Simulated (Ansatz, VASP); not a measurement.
# SrO in VASP and in Ansatz

Contents of INCAR:

```
SYSTEM = SrO
PREC = Accurate ; ENCUT = 520
EDIFF = 1E-6 ; ISMEAR = 0
SIGMA = 0.05 ; LREAL = .False.
LASPH = .True. ; NELM = 100
ALGO = Normal ; ISIF = 2
LWAVE = .False. ; LCHARG = .False.
GGA = PE ; NBANDS = 15
```

KPOINTS

```
Automatic mesh
0
Gamma
  8 8 8
  0 0 0
```

File POSCAR:

```
SrO
1.0
    0.0000000000      2.5055550000      2.5698000000
    2.5055550000      0.0000000000      2.5698000000
    2.5055550000      2.5055550000      0.0000000000
Sr O
1 1
Direct
    0.0000000000      0.0000000000      0.0000000000
    0.5000000000      0.5000000000      0.5000000000
```

Input for Ansatz:

```yaml
crystal:
  lattice:
    - [0.0, 2.505555, 2.5698]
    - [2.505555, 0.0, 2.5698]
    - [2.505555, 2.505555, 0.0]
  atoms:
    - { symbol: Sr, position: [0.0, 0.0, 0.0] }
    - { symbol: O, position: [0.5, 0.5, 0.5] }
basis:
  ecutwfc: 420
kpoints:
  mp_grid: { grid: [8, 8, 8] }
hamiltonian:
  xc: pbe
scf:
  occupations: { method: gaussian, width: 0.05 }
output:
  forces: true
  stress: true
  eigenvalues: true
```

Change from the starting cell: strain -0.025 along x and y, +0.000 along z, atoms carried along.

Alike in both runs: task single point; functional PBE; k mesh 8 × 8 × 8; occupations gaussian, width 0.05 eV; no spin polarisation.

|  | VASP | Ansatz |
| --- | --- | --- |
| version | VASP 6.6.1 | Ansatz 0.2.0 |
| potentials or method | VASP PAW PBE potentials, release 64 (Sr_sv, O), cutoff 520 eV | scalar-relativistic, plane waves, PAW |
| valence electrons in the cell | 16 | 16 |

Ansatz gave:

- gap on the k mesh at the Fermi level (eV): 3.22
- least direct gap on the mesh (eV): 3.24
- pressure (GPa): 8.6
- traceless stress, the component that is largest in VASP (GPa): -2.91

Question: What did VASP give for the same quantities?

Answer: gap on the k mesh at the Fermi level (eV): 3.16; least direct gap on the mesh (eV): 3.20; pressure (GPa): 9.3; traceless stress, the component that is largest in VASP (GPa): -3.06.
